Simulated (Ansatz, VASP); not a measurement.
**CO2: VASP beside Ansatz**

```
CELL_PARAMETERS angstrom
5.78450 0.00000 0.00000
0.00000 5.78450 0.00000
0.00000 0.00000 6.21833
ATOMIC_POSITIONS crystal
C 0.00000 0.00000 0.00000
C 0.50000 0.00000 0.50000
C 0.50000 0.50000 0.00000
C 0.00000 0.50000 0.50000
O 0.11148 0.11148 0.11148
O 0.38852 0.88852 0.61148
O 0.61148 0.38852 0.88852
O 0.88852 0.61148 0.38852
O 0.88852 0.88852 0.88852
O 0.61148 0.11148 0.38852
O 0.38852 0.61148 0.11148
O 0.11148 0.38852 0.61148
```

Alike in both runs: task single point; functional PBE; k mesh 4 × 4 × 4; occupations gaussian, width 0.05 eV; no spin polarisation.

|  | VASP | Ansatz |
| --- | --- | --- |
| version | VASP 6.6.1 | Ansatz 0.2.0 |
| potentials or method | VASP PAW PBE potentials, release 64 (C, O), cutoff 520 eV | scalar-relativistic, plane waves, PAW |
| valence electrons in the cell | 64 | 64 |

|  | VASP | Ansatz | Ansatz less VASP |
| --- | --- | --- | --- |
| gap on the k mesh at the Fermi level (eV) | 6.78 | 6.79 | +0.013 |
| least direct gap on the mesh (eV) | 6.78 | 6.79 | +0.013 |
| pressure (GPa) | 8.0 | 6.4 | -1.53 |
| traceless stress, the component that is largest in VASP (GPa) | 0.58 | 0.41 | -0.168 |
| rms of the force components (eV/Å) | 1.611 | 1.252 | -0.3594 |

Atom by atom the forces differ by 0.359 eV/Å (rms over components).

Noted on VASP's run: the standard files for N, O and F lose accuracy on very short bonds.
